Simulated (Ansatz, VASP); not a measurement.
## Ge: VASP beside Ansatz

```xyz
2
Lattice="0.0000 2.8288 2.9136 2.8288 0.0000 2.9136 2.8288 2.8288 0.0000" Properties=species:S:1:pos:R:3 pbc="T T T"
Ge    2.8288    2.8288    2.9136
Ge    4.2432    4.2432    4.3704
```

Change from the starting cell: zz strain of +3 %.

Alike in both runs: task single point; functional PBE; k mesh 10 × 10 × 10; occupations fermi-dirac, width 0.05 eV; no spin polarisation.

|  | VASP | Ansatz |
| --- | --- | --- |
| version | VASP 6.6.1 | Ansatz 0.2.0 |
| potentials or method | VASP PAW PBE potentials, release 64 (Ge_d), cutoff 520 eV | all-electron LAPW, scalar-relativistic |

VASP gave:

```
pressure (GPa)                                                : 1.5
traceless stress, the component that is largest in VASP (GPa) : -1.41
```

**Question.** Which values does Ansatz return?

**Answer.** Pressure (GPa): 1.6; traceless stress, the component that is largest in VASP (GPa): -1.41.

Ansatz ran all-electron here, and VASP with PAW potentials.
